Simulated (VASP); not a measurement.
Runs of VASP 6.6.1 on C. The structure is that of space group P6_3/mmc (No. 194), or close to it. The cells are those of the table. 

| task | cell | k mesh | cutoff (eV) | gap on the mesh (eV) | pressure (GPa) | largest force (eV/Å) |
| --- | --- | --- | --- | --- | --- | --- |
| single point | a = 2.443, b = 2.443, c = 4.066 Å, angles 90.0, 90.0, 120.0°, 4 atoms | 12 × 12 × 7 | 520 | 3.04 | 43.2 | (c) |
| single point | a = 2.512, b = 2.512, c = 4.180 Å, angles 90.0, 90.0, 120.0°, 4 atoms | 8 × 8 × 4 | 520 | 3.70 | 0.6 | - |
| single point | a = 2.545, b = 2.545, c = 4.235 Å, angles 90.0, 90.0, 120.0°, 4 atoms | 12 × 12 × 7 | 520 | 3.47 | (a) | 0.04 |
| single point | a = 2.512, b = 2.512, c = 4.180 Å, angles 90.0, 90.0, 120.0°, 4 atoms | 12 × 12 × 7 | 520 | 3.34 | 0.6 | - |
| relaxation of cell and atoms | relaxed from a = 2.520, b = 2.520, c = 4.120 Å, angles 90.0, 90.0, 120.0°, 4 atoms | 8 × 8 × 4 | 600 | 3.70 | 0.0 | - |
| single point | a = 2.407, b = 2.407, c = 4.006 Å, angles 90.0, 90.0, 120.0°, 4 atoms | 12 × 12 × 7 | 520 | (b) | 71.3 | 0.17 |
| single point | a = 2.512, b = 2.512, c = 4.180 Å, angles 90.0, 90.0, 120.0°, 4 atoms | 13 × 13 × 7 | 520 | 3.47 | 0.6 | - |
| single point | a = 2.478, b = 2.478, c = 4.124 Å, angles 90.0, 90.0, 120.0°, 4 atoms | 12 × 12 × 7 | 520 | 3.20 | 19.9 | 0.05 |

Alike in all rows: level PBE; potentials or basis VASP PAW PBE potentials, release 64 (C); no spin polarisation; smearing fermi-dirac 0.05 eV.

Question: Estimate the missing entries.

Answer: (a) -15.3; (b) 2.87; (c) 0.11.

A k mesh can miss the band edges.
